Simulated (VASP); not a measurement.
CdS (Hawleyite): single point with LDA

Crystal: CdS (Hawleyite).

```
CELL_PARAMETERS angstrom
2.93583 2.93583 0.00000
-2.93583 2.93583 0.00000
0.00000 2.93583 2.78971
ATOMIC_POSITIONS crystal
Cd 0.00000 0.00000 0.00000
S 0.75000 0.25000 0.50000
```

This cell differs from its parent crystal: in-plane strain +0.02, then relaxed in part.

```json
{
  "Program": "VASP 6.6.1",
  "Task": "single point",
  "Functional": "LDA",
  "Potentials or basis": "VASP PAW LDA potentials, release 64 (Cd, S)",
  "Cutoff": "520 eV",
  "k mesh": "8 × 8 × 8",
  "Occupations": "gaussian, width 0.01 eV",
  "Spin": "no spin polarisation",
  "Dipole correction": "no",
  "Further INCAR settings": "ALGO = Normal; EDIFF = 1e-07; NBANDS = 16"
}
```

```yaml
Pressure: -0.1 GPa
Band_gap_on_the_k_mesh: 0.86 eV, direct
```

Stress tensor (GPa, compression positive):
```
-0.42  0.00  0.00
 0.00 -0.42  0.00
 0.00  0.00  0.51
```

Levels at points of the mesh, in eV from the valence-band top:
```tsv
k point	band 6	band 7	band 8	band 9	band 10	band 11	band 12	band 13
(0.00, 0.00, 0.00)	-7.45	-0.15	-0.15	0.00	0.86	6.27	6.27	6.29
(0.50, 0.00, 0.00)	-7.05	-4.80	-1.01	-0.80	2.71	6.55	6.97	7.26
(0.50, 0.50, 0.00)	-7.03	-4.39	-2.09	-2.00	3.23	4.27	8.81	10.35
(0.00, 0.00, 0.50)	-6.91	-4.07	-2.27	-2.27	3.04	3.80	9.36	10.55
```

Run time: 28 s on 1 thread of Intel(R) Xeon(R) Platinum 8488C (Sapphire Rapids), with other jobs on the host, peak memory 0.18 GiB.

Caveat: the cell differs from its parent crystal (in-plane strain +0.02, then relaxed in part).
